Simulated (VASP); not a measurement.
# Mg5O: single point with PBE

The system is Mg5O.

```
Mg O
1.0
     7.15658    0.00000    0.00000
    -3.57829    6.19778    0.00000
     0.00000    0.00000    2.88040
Mg O
5 1
Direct
  0.00000 0.76690 0.00000
  0.76690 0.00000 0.00000
  0.23310 0.23310 0.00000
  0.66667 0.33333 0.50000
  0.33333 0.66667 0.50000
  0.00000 0.00000 0.50000
```

```yaml
Program: VASP 6.6.1
Task: single point
Functional: PBE
Potentials_or_basis: VASP PAW PBE potentials, release 64 (Mg, O)
Cutoff: 600 eV
k_mesh: 4 × 4 × 3
Occupations: gaussian, width 0.2 eV
Spin: no spin polarisation
Dipole_correction: no
Further_INCAR_settings: ALGO = Normal; EDIFF = 1e-06; NBANDS = 17
```

| Quantity | Value |
| --- | --- |
| Pressure | -0.1 GPa |
| Largest force | 0.066 eV/Å |
| Band gap on the k mesh | zero (band 8 reaches 3.05 eV, above the bottom of band 9 at 1.67 eV) |

Forces in eV/Å, atoms in the order of the input:
```
Mg   0.033 -0.057  0.000
Mg  -0.066  0.000  0.000
Mg   0.033  0.057  0.000
Mg   0.000  0.000  0.000
Mg   0.000  0.000  0.000
O    0.000  0.000  0.000
```

Stress tensor (GPa, compression positive):
```
-0.05  0.00  0.00
 0.00 -0.05  0.00
 0.00  0.00 -0.26
```

Levels at points of the mesh, in eV from the Fermi level:
```
           k point  band 6  band 7  band 8  band 9  band 10  band 11
(0.00, 0.00, 0.00)   -2.82   -2.22   -2.22   -0.49    -0.49     0.89
(0.50, 0.00, 0.00)   -3.67   -2.60   -1.80    0.02     0.91     1.70
```

Wall time 30 s on 1 thread of Intel(R) Xeon(R) Platinum 8259CL CPU @ 2.50GHz (Skylake/Cascade Lake), on a shared host, peak memory 0.27 GiB.

Caveat: the k points lie up to 0.73 Å⁻¹ apart.
